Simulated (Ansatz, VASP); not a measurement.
## MgCdO in VASP and in Ansatz

The input INCAR:

```
  PREC = Accurate
  ENCUT = 600
  EDIFF = 1E-6
  ISMEAR = 0
  SIGMA = 0.1
  LREAL = F
  LASPH = T
  NELM = 60
  ALGO = Normal
  ISIF = 3
  LWAVE = F
  LCHARG = F
  GGA = PE
  IBRION = 2
  NSW = 90
  EDIFFG = -0.04
```

File KPOINTS:

```
Automatic mesh
0
Gamma
  4 4 4
```

Contents of POSCAR:

```
MgCdO
1.0
    3.8771510000      0.0000000000      0.0000000000
    0.0000000000      3.8771510000      0.0000000000
    0.0000000000      0.0000000000      6.9124506900
Mg Cd O
2 2 2
Direct
    0.0000000000      0.0000000000      0.0000000000
    0.5000000000      0.5000000000      0.0000000000
    0.5000000000      0.0000000000      0.2200000000
    0.0000000000      0.5000000000      0.7800000000
    0.5000000000      0.0000000000      0.6610000100
    0.0000000000      0.5000000000      0.3389999900
```

Input for Ansatz:

```yaml
crystal:
  lattice:
    - [3.877151, 0.0, 0.0]
    - [0.0, 3.877151, 0.0]
    - [0.0, 0.0, 6.91245069]
  atoms:
    - { symbol: Mg, position: [0.0, 0.0, 0.0] }
    - { symbol: Mg, position: [0.5, 0.5, 0.0] }
    - { symbol: Cd, position: [0.5, 0.0, 0.22] }
    - { symbol: Cd, position: [0.0, 0.5, 0.78] }
    - { symbol: O, position: [0.5, 0.0, 0.66100001] }
    - { symbol: O, position: [0.0, 0.5, 0.33899999] }
basis:
  ecutwfc: 420
kpoints:
  mp_grid: { grid: [4, 4, 4] }
hamiltonian:
  xc: pbe
scf:
  occupations: { method: gaussian, width: 0.1 }
  lower_state_search: "off"
output:
  forces: true
  stress: true
  eigenvalues: true
relax:
  adjacent_minimum: "off"
  f_tol: 0.04
  max_steps: 70
  cell: { stress_tol: 0.4 }
```

Change from the starting cell: species swapped into the GdMnSi type (P4/nmm, No. 129).

Alike in both runs: task relaxation of cell and atoms; functional PBE; k mesh 4 × 4 × 4; occupations gaussian, width 0.1 eV; no spin polarisation.

|  | VASP | Ansatz |
| --- | --- | --- |
| version | VASP 6.6.1 | Ansatz 0.2.0 |
| potentials or method | VASP PAW PBE potentials, release 64 (Mg, Cd, O), cutoff 600 eV | scalar-relativistic, plane waves, PAW |
| valence electrons in the cell | 40 | 72 |

```tsv
	VASP	Ansatz	Ansatz less VASP
gap on the k mesh at the Fermi level, each at its own relaxed structure (eV)	none	none	-
relaxed volume (Å³/atom)	16.84	17.01	+0.171
relaxed length of the cell vector where the two differ most in proportion (Å)	6.226	6.309	+0.0832
```

A gap of «none» marks a metal or a gap that the smearing closes. VASP's potentials hold 40 valence electrons a cell and Ansatz's 72, so a difference there can come from the potentials and not from the codes.

The k mesh is coarse, so the values compare programs but aren't converged.
